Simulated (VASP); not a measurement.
# IrRh5 (P-62m) in VASP: notebook

The runs below take IrRh5 through relaxation of cell and atoms, single point, with PBE.

Everything below comes from runs of VASP 6.6.1. Logs are shortened: lines on timing, memory, paths and dates and some standing lists are left out, and cuts for length are marked.

### Step 1. The cell of the first run

It takes space group P-62m (No. 189, hexagonal). Conventional cell: a = 4.647 Å, b = 4.647 Å, c = 4.386 Å, α = 90.00°, β = 90.00°, γ = 120.00°. Ir (site symmetry -62m) has 12 Rh at 2.68 to 2.69 Å within 3.5 Å. Rh (site symmetry -6) has 9 Rh at 2.68 to 2.69 Å and 3 Ir at 2.68 Å within 3.5 Å. Within 3.5 Å of Rh (site symmetry m2m) lie 10 Rh at 2.68 to 2.69 Å and 2 Ir at 2.69 Å.

### Step 2. Relaxation of cell and atoms, PBE

Contents of INCAR:

```
ALGO     = Fast           # electronic algorithm
EDIFF    = 1E-7           # SCF threshold, eV
EDIFFG   = -0.04          # ionic threshold
ENCUT    = 600            # plane-wave cutoff, eV
GGA      = PE             # functional
IBRION   = 2              # ionic algorithm
ISIF     = 3              # what is computed and relaxed
ISMEAR   = 0              # smearing method
LASPH    = True           # aspherical terms in the spheres
LCHARG   = False          # write CHGCAR
LREAL    = False          # projectors in reciprocal space
LWAVE    = False          # write WAVECAR
NELM     = 60             # most SCF steps
NSW      = 90             # ionic steps
PREC     = Accurate       # precision mode
SIGMA    = 0.1            # smearing width, eV
```

Contents of KPOINTS:

```
k-points
0
Gamma
  6 6 4
```

Contents of POSCAR:

```
IrRh5
1.0
    4.6471679700      0.0000000000      0.0000000000
   -2.3235839900      4.0245655200      0.0000000000
    0.0000000000      0.0000000000      4.3862727200
Ir Rh
1 5
Direct
    0.0000000000      0.0000000000      0.0000000000
    0.6666666700      0.3333333300      0.0000000000
    0.3333333300      0.6666666700      0.0000000000
    0.3333333300      0.0000000000      0.5000000000
    0.0000000000      0.3333333300      0.5000000000
    0.6666666700      0.6666666700      0.5000000000
```

Potentials or basis: VASP PAW PBE potentials, release 64 (Ir, Rh_pv).

Started as:

```console
$ cat potpaw_PBE.64/Ir/POTCAR potpaw_PBE.64/Rh_pv/POTCAR > POTCAR
$ mpirun -np 1 vasp_std > vasp.out
```

OUTCAR:

```text
EDIFF = 1E-7
   EDIFFG = -0.04
   ENCUT = 600
   GGA = PE
   IBRION = 2
   ISIF = 3
   ISMEAR = 0
   LASPH = True
   LREAL = False
   NELM = 60
   NSW = 90
   PREC = Accurate

 ion  position               nearest neighbor table
   1  0.000  0.000  0.000-   2 2.68   3 2.68   2 2.68   3 2.68   2 2.68   3 2.68   6 2.69   6 2.69
                             4 2.69   4 2.69   5 2.69   5 2.69
   2  0.667  0.333  0.000-   3 2.68   3 2.68   1 2.68   1 2.68   1 2.68   3 2.68   5 2.69   5 2.69
                             4 2.69   4 2.69   6 2.69   6 2.69
   3  0.333  0.667  0.000-   2 2.68   2 2.68   1 2.68   1 2.68   1 2.68   2 2.68   4 2.69   4 2.69
                             5 2.69   5 2.69   6 2.69   6 2.69
   4  0.333  0.000  0.500-   6 2.68   5 2.68   5 2.68   6 2.68   5 2.68   6 2.68   1 2.69   1 2.69
                             3 2.69   3 2.69   2 2.69   2 2.69
   5  0.000  0.333  0.500-   6 2.68   4 2.68   6 2.68   4 2.68   4 2.68   6 2.68   2 2.69   2 2.69
                             1 2.69   1 2.69   3 2.69   3 2.69
   6  0.667  0.667  0.500-   4 2.68   5 2.68   5 2.68   4 2.68   4 2.68   5 2.68   1 2.69   1 2.69
                             3 2.69   3 2.69   2 2.69   2 2.69

  LATTYP: Found a hexagonal cell.
 ALAT       =     4.6471679700
 C/A-ratio  =     0.9438593028

  Lattice vectors:

 A1 = (   4.6471679700,   0.0000000000,   0.0000000000)
 A2 = (  -2.3235839900,   4.0245655200,   0.0000000000)
 A3 = (   0.0000000000,   0.0000000000,   4.3862727200)

Analysis of symmetry for initial positions (statically):
=====================================================================
 Subroutine PRICEL returns:
 Original cell was already a primitive cell.

 Routine SETGRP: Setting up the symmetry group for a
 hexagonal supercell.

 Subroutine GETGRP returns: Found 12 space group operations
 (whereof 12 operations were pure point group operations)
 out of a pool of 24 trial point group operations.

The static configuration has the point symmetry D_3h.

Analysis of symmetry for dynamics (positions and initial velocities):
=====================================================================
 Subroutine PRICEL returns:
 Original cell was already a primitive cell.

 Routine SETGRP: Setting up the symmetry group for a
 hexagonal supercell.

 Subroutine GETGRP returns: Found 12 space group operations
 (whereof 12 operations were pure point group operations)
 out of a pool of 24 trial point group operations.

The dynamic configuration has the point symmetry D_3h.

 Subroutine INISYM returns: Found 12 space group operations
 (whereof 12 operations are pure point group operations),
 and found     1 'primitive' translations

----------------------------------------------------------------------------------------

                                     Primitive cell

  volume of cell :      82.0357
[... 106 lines left out ...]
   EMIN   =  10.00;   EMAX   =-10.00  energy-range for DOS
   EFERMI =   0.00;   METHOD = LEGACY
   ISMEAR =     0;   SIGMA  =   0.10  broadening in eV -4-tet -1-fermi 0-gaus
   EFERMI_NEDOS =   21; number of points for ismear=-14 and -15
   IALGO  =     68    algorithm
   IMIX   =      4    mixing-type and parameters
     AMIX     =   0.40;   BMIX     =  1.00
     AMIX_MAG =   1.60;   BMIX_MAG =  1.00
  volume/ion in A,a.u.               =      13.67        92.27
  Fermi-wavevector in a.u.,A,eV,Ry     =   1.650062  3.118165 37.044644  2.722705
  Thomas-Fermi vector in A             =   2.739076
   LORBIT       =      0    0 simple, 1 ext, 2 COOP (PROOUT), +10 PAW based schemes
   GGA     = PE    functional components
   LHFCALC =     F    Hartree Fock is set to
   AEXX    =    0.0000 exact exchange contribution
   IVDW    =     0    specifies the selected vdW correction
   LEPSILON=     F    determine dielectric tensor
   LRPA    =     F    only Hartree local field effects (RPA)
 conjugate gradient relaxation of ions
 non-spin polarized calculation
 RMM-DIIS sequential band-by-band and
 Gauss-broadening in eV      SIGMA  =   0.10
  energy-cutoff  :      600.00
  volume of cell :       82.04
 maximum number of plane-waves:      2765
 NGX is ok and might be reduce to    40
   NGX = 19   NGY = 19   NGZ = 17

--------------------------------------- Ionic step        1  -------------------------------------------

 number of electron      84.0000014 magnetization

 Free energy of the ion-electron system (eV)
  ---------------------------------------------------
  ext. energy  EPLUGINS =         0.00000000
  ---------------------------------------------------
  free energy    TOTEN  =       -45.01978471 eV

  energy without entropy =      -44.99741182  energy(sigma->0) =      -45.00859827

------------------------ aborting loop because EDIFF is reached ----------------------------------------

  FORCE on cell =-STRESS in cart. coord.  units (eV):
  Direction    XX          YY          ZZ          XY          YZ          ZX
  --------------------------------------------------------------------------------------
  -------------------------------------------------------------------------------------
  Total        5.6782806      5.6782806      3.6465129     -0.0000000     -0.0000000      0.0000000
  in kB      110.8981834    110.8981835     71.2172723     -0.0000001     -0.0000000      0.0000000
  external PRESSURE =      97.6712130 kB  Pullay stress =       0.0000000 kB
[... 27 lines left out ...]
--------------------------------------- Ionic step        2  -------------------------------------------

 number of electron      83.9999989 magnetization

 E-fermi :   9.8701     XC(G=0): -13.3486

 val. band max:        9.8551339339   @ k =   0.0000   0.0000   0.2500
 cond. band min:       9.8779986319   @ k =   0.1667   0.1667   0.5000
 fundamental gap:      0.0228646980
 Fermi energy:         9.8700566848

 k-point     1 :       0.0000    0.0000    0.0000
  band No.  band energies     occupation
      1     -36.9060      2.00000
      2     -36.7924      2.00000
      3     -36.7924      2.00000
      4     -36.7392      2.00000
      5     -36.7232      2.00000
      6     -36.6855      2.00000
[... 1261 lines left out ...]
--------------------------------------- Ionic step        6  -------------------------------------------

 number of electron      84.0000011 magnetization

 Free energy of the ion-electron system (eV)
  ---------------------------------------------------
  ext. energy  EPLUGINS =         0.00000000
  ---------------------------------------------------
  free energy    TOTEN  =       -45.10804048 eV

  energy without entropy =      -45.08156841  energy(sigma->0) =      -45.09480444

 E-fermi :  11.3355     XC(G=0): -13.8820

 val. band max:       11.3336464451   @ k =   0.1667   0.1667   0.5000
 cond. band min:      11.3425755290   @ k =   0.0000   0.0000   0.2500
 fundamental gap:      0.0089290839
 Fermi energy:        11.3354875593

 k-point     1 :       0.0000    0.0000    0.0000
  band No.  band energies     occupation
      1     -35.7577      2.00000
      2     -35.6195      2.00000
      3     -35.6195      2.00000
      4     -35.5525      2.00000
      5     -35.5301      2.00000
      6     -35.4773      2.00000
[... 1135 lines left out ...]
  FREE ENERGIE OF THE ION-ELECTRON SYSTEM (eV)
  ---------------------------------------------------
  free  energy   TOTEN  =       -45.1080404803 eV

  energy  without entropy=      -45.0815684095  energy(sigma->0) =      -45.09480444

 reached required accuracy - stopping structural energy minimisation
```

CONTCAR:

```text
IrRh5
   1.00000000000000
     4.7158056661981611   -0.0000000000856314    0.0000000000000000
    -2.3579028382470888    4.0840075087110428   -0.0000000000000000
     0.0000000000000000    0.0000000000000000    4.4022438335943939
  Ir              Rh
     1     5
Direct
     0.0000000000000000    0.0000000000000000    0.0000000000000000
     0.6666666699999979    0.3333333300000021    0.0000000000000000
     0.3333333300000021    0.6666666699999979    0.0000000000000000
     0.3326697908546777    0.0000000000000236    0.5000000000000000
     0.0000000000000023    0.3326697908546351    0.5000000000000000
     0.6673302091453200    0.6673302091453414    0.5000000000000000

  0.00000000E+00  0.00000000E+00  0.00000000E+00
  0.00000000E+00  0.00000000E+00  0.00000000E+00
  0.00000000E+00  0.00000000E+00  0.00000000E+00
  0.00000000E+00  0.00000000E+00  0.00000000E+00
  0.00000000E+00  0.00000000E+00  0.00000000E+00
  0.00000000E+00  0.00000000E+00  0.00000000E+00
```

Wall time 10 min (1 thread of Intel Xeon Platinum 8375C at 2.90GHz (Ice Lake), shared host); peak memory 0.29 GiB.

Results:

- Free energy: -45.1080 eV
- Relaxed volume: 14.13 Å³/atom
- Relaxed cell: a = 4.716 Å, b = 4.716 Å, c = 4.402 Å, α = 90.00°, β = 90.00°, γ = 120.00°
- Space group after relaxing (to 0.05 Å): P-62m (No. 189)
- Energy gained by relaxing: 14.7 meV/atom
- Ionic steps: 6
- Pressure after relaxing: 0.0 GPa
- Largest force after relaxing: 0.032 eV/Å
- Band gap on the k mesh: zero (band 42 reaches 11.59 eV, above the bottom of band 43 at 10.94 eV)

Forces on the atoms (eV/Å):
```
Ir   0.000  0.000  0.000
Rh   0.000  0.000  0.000
Rh   0.000  0.000  0.000
Rh  -0.032  0.000  0.000
Rh   0.016 -0.028  0.000
Rh   0.016  0.028  0.000
```

Step by step:
```csv
step,energy change (eV),largest force (eV/Å),pressure (GPa),volume (Å³)
1,0.0000,0.0525,9.77,82.04
2,0.3888,0.1163,-18.51,92.33
3,-0.0854,0.0688,-0.50,84.94
4,-0.0855,0.0683,-0.22,84.85
5,-0.0881,0.0236,0.07,84.77
6,-0.0883,0.0322,0.02,84.78
```

Final structure:
```
CELL_PARAMETERS angstrom
4.71581 0.00000 0.00000
-2.35790 4.08401 0.00000
0.00000 0.00000 4.40224
ATOMIC_POSITIONS crystal
Ir 0.00000 0.00000 0.00000
Rh 0.66667 0.33333 0.00000
Rh 0.33333 0.66667 0.00000
Rh 0.33267 0.00000 0.50000
Rh 0.00000 0.33267 0.50000
Rh 0.66733 0.66733 0.50000
```

Caveat: spin-orbit coupling is left out, which moves the levels of the heavy elements.

### Step 3. Single point, PBE

This run uses another cell than the first one, of 14.16 Å³/atom, 1.036 times its volume.

Contents of INCAR:

```
SYSTEM = IrRh5
PREC = Accurate
ENCUT = 520
EDIFF = 1E-6
ISMEAR = 0
SIGMA = 0.1
LREAL = .False.
LASPH = .True.
NELM = 100
ALGO = Fast
ISIF = 2
LWAVE = .False.
LCHARG = .False.
GGA = PE
NBANDS = 51
```

Contents of KPOINTS:

```
Automatic mesh
0
Gamma
  12 12 8
  0 0 0
```

Contents of POSCAR:

```
IrRh5
1.0
    4.7217882067      0.0000000000      0.0000000000
   -2.3608941034      4.0891885383      0.0000000000
    0.0000000000      0.0000000000      4.4008207850
Ir Rh
1 5
Direct
    0.0000000000      0.0000000000      0.0000000000
    0.6666666667      0.3333333333      0.0000000000
    0.3333333333      0.6666666667      0.0000000000
    0.3308042077      0.0000000000      0.5000000000
    0.0000000000      0.3308042077      0.5000000000
    0.6691957923      0.6691957923      0.5000000000
```

Potentials or basis: VASP PAW PBE potentials, release 64 (Ir, Rh_pv).

Started as:

```console
$ cat potpaw_PBE.64/Ir/POTCAR potpaw_PBE.64/Rh_pv/POTCAR > POTCAR
$ mpirun -np 1 vasp_std > vasp.out
```

OUTCAR:

```text
SYSTEM = IrRh5
   PREC = Accurate
   ENCUT = 520
   EDIFF = 1E-6
   ISMEAR = 0
   LREAL = .False.
   LASPH = .True.
   NELM = 100
   ISIF = 2
   GGA = PE

 ion  position               nearest neighbor table
   1  0.000  0.000  0.000-   6 2.70   6 2.70   4 2.70   4 2.70   5 2.70   5 2.70   2 2.73   3 2.73
                             2 2.73   3 2.73   2 2.73   3 2.73
   2  0.667  0.333  0.000-   5 2.71   5 2.71   4 2.71   4 2.71   6 2.71   6 2.71   3 2.73   3 2.73
                             1 2.73   1 2.73   1 2.73   3 2.73
   3  0.333  0.667  0.000-   4 2.71   4 2.71   5 2.71   5 2.71   6 2.71   6 2.71   2 2.73   2 2.73
                             1 2.73   1 2.73   1 2.73   2 2.73
   4  0.331  0.000  0.500-   1 2.70   1 2.70   6 2.71   5 2.71   3 2.71   3 2.71   2 2.71   2 2.71
                             5 2.74   6 2.74   5 2.74   6 2.74
   5  0.000  0.331  0.500-   1 2.70   1 2.70   6 2.71   4 2.71   2 2.71   2 2.71   3 2.71   3 2.71
                             6 2.74   4 2.74   4 2.74   6 2.74
   6  0.669  0.669  0.500-   1 2.70   1 2.70   4 2.71   5 2.71   3 2.71   3 2.71   2 2.71   2 2.71
                             5 2.74   4 2.74   4 2.74   5 2.74

  LATTYP: Found a hexagonal cell.
 ALAT       =     4.7217882067
 C/A-ratio  =     0.9320241807

  Lattice vectors:

 A1 = (   4.7217882067,   0.0000000000,   0.0000000000)
 A2 = (  -2.3608941034,   4.0891885383,   0.0000000000)
 A3 = (   0.0000000000,   0.0000000000,   4.4008207850)

Analysis of symmetry for initial positions (statically):
=====================================================================
 Subroutine PRICEL returns:
 Original cell was already a primitive cell.

 Routine SETGRP: Setting up the symmetry group for a
 hexagonal supercell.

 Subroutine GETGRP returns: Found 12 space group operations
 (whereof 12 operations were pure point group operations)
 out of a pool of 24 trial point group operations.

The static configuration has the point symmetry D_3h.

Analysis of symmetry for dynamics (positions and initial velocities):
[... 136 lines left out ...]
   IALGO  =     68    algorithm
   IMIX   =      4    mixing-type and parameters
     AMIX     =   0.40;   BMIX     =  1.00
     AMIX_MAG =   1.60;   BMIX_MAG =  1.00
  volume/ion in A,a.u.               =      14.16        95.57
  Fermi-wavevector in a.u.,A,eV,Ry     =   1.630830  3.081823 36.186164  2.659608
  Thomas-Fermi vector in A             =   2.723067
   LORBIT       =      0    0 simple, 1 ext, 2 COOP (PROOUT), +10 PAW based schemes
   GGA     = PE    functional components
   LHFCALC =     F    Hartree Fock is set to
   AEXX    =    0.0000 exact exchange contribution
   IVDW    =     0    specifies the selected vdW correction
   LEPSILON=     F    determine dielectric tensor
   LRPA    =     F    only Hartree local field effects (RPA)
 non-spin polarized calculation
 RMM-DIIS sequential band-by-band and
 Gauss-broadening in eV      SIGMA  =   0.10
  energy-cutoff  :      520.00
  volume of cell :       84.97
 maximum number of plane-waves:      2332
 NGX is ok and might be reduce to    36
   NGX = 17   NGY = 17   NGZ = 17

 number of electron      84.0000005 magnetization

 Free energy of the ion-electron system (eV)
  ---------------------------------------------------
  ext. energy  EPLUGINS =         0.00000000
  ---------------------------------------------------
  free energy    TOTEN  =       -44.99927381 eV

  energy without entropy =      -44.94805061  energy(sigma->0) =      -44.97366221

 E-fermi :  11.2920     XC(G=0): -13.8673

 val. band max:       11.2914349700   @ k =   0.1667   0.0833   0.1250
 cond. band min:      11.2940095874   @ k =   0.2500   0.2500   0.0000
 fundamental gap:      0.0025746174
 Fermi energy:        11.2920248122

 k-point     1 :       0.0000    0.0000    0.0000
  band No.  band energies     occupation
      1     -35.7773      2.00000
      2     -35.6346      2.00000
      3     -35.6346      2.00000
      4     -35.5843      2.00000
      5     -35.5350      2.00000
      6     -35.4925      2.00000
[... 1285 lines left out ...]
     50      16.3569      0.00000
     51      18.6169      0.00000

 [... further k-points ...]
[... 5 lines left out ...]
  --------------------------------------------------------------------------------------
  -------------------------------------------------------------------------------------
  Total        0.0275136      0.0275136      0.0477101     -0.0000000      0.0000000      0.0000000
  in kB        0.5187778      0.5187778      0.8995876     -0.0000000      0.0000000      0.0000000
  external PRESSURE =       0.6457144 kB  Pullay stress =       0.0000000 kB

 VOLUME and BASIS-vectors are now :
 -----------------------------------------------------------------------------
  energy-cutoff  :      520.00
  volume of cell :       84.97
      direct lattice vectors                 reciprocal lattice vectors
     4.721788207  0.000000000  0.000000000     0.211784171  0.122273648  0.000000000
    -2.360894103  4.089188538  0.000000000     0.000000000  0.244547296  0.000000000
     0.000000000  0.000000000  4.400820785     0.000000000  0.000000000  0.227230339

 POSITION                                       TOTAL-FORCE (eV/Angst)
 -----------------------------------------------------------------------------------
      0.00000      0.00000      0.00000         0.000000     -0.000000      0.000000
      2.36089      1.36306      0.00000         0.000000     -0.000000      0.000000
     -0.00000      2.72613      0.00000        -0.000000     -0.000000      0.000000
      1.56199      0.00000      2.20041         0.005580     -0.000000      0.000000
     -0.78099      1.35272      2.20041        -0.002790      0.004832      0.000000
      1.57990      2.73647      2.20041        -0.002790     -0.004832      0.000000
 -----------------------------------------------------------------------------------
    total drift:                                0.000000      0.000000      0.000000

  FREE ENERGIE OF THE ION-ELECTRON SYSTEM (eV)
  ---------------------------------------------------
  free  energy   TOTEN  =       -44.9992738089 eV

  energy  without entropy=      -44.9480506091  energy(sigma->0) =      -44.97366221
```

stdout:

```text
POSCAR found type information on POSCAR IrRh
 POSCAR found :  2 types and       6 ions
 scaLAPACK will be used
 LDA part: xc-table for (Slater+PW92), standard interpolation
 POSCAR, INCAR and KPOINTS ok, starting setup
 FFT: planning ... GRIDC
 FFT: planning ... GRID_SOFT
 FFT: planning ... GRID
 WAVECAR not read
 entering main loop
```

Run time: 5.8 min. Hardware: 1 thread of Intel Xeon Platinum 8375C at 2.90GHz (Ice Lake), shared host; peak memory 0.44 GiB.

What came out:

```yaml
Free_energy: -44.9993 eV
Pressure: 0.1 GPa
Largest_force: 0.006 eV/Å
Band_gap_on_the_k_mesh: zero (band 42 reaches 11.63 eV, above the bottom of band 43 at 10.89 eV)
```

Forces in eV/Å, atoms in the order of the input:
```
Ir   0.000  0.000  0.000
Rh   0.000  0.000  0.000
Rh   0.000  0.000  0.000
Rh   0.006  0.000  0.000
Rh  -0.003  0.005  0.000
Rh  -0.003 -0.005  0.000
```

Levels at points of the mesh, in eV from the Fermi level:
```
           k point  band 38  band 39  band 40  band 41  band 42  band 43  band 44  band 45  band 46  band 47
(0.00, 0.00, 0.00)    -1.82    -0.13    -0.12    -0.12     0.04     0.06     0.06     0.29     0.29     0.52
(0.50, 0.00, 0.00)    -1.75    -0.89    -0.84    -0.22    -0.12     0.31     0.39     0.48     0.66     0.78
(0.00, 0.00, 0.50)    -1.84    -1.84    -0.50    -0.50    -0.39    -0.39     0.10     0.19     0.19     0.40
(0.50, 0.00, 0.50)    -0.39    -0.34    -0.07     0.01     0.04     0.21     0.51     0.71     0.75     0.90
```

Caveat: spin-orbit coupling is left out, which moves the levels of the heavy elements.

(Continued in part 2 of 2.)
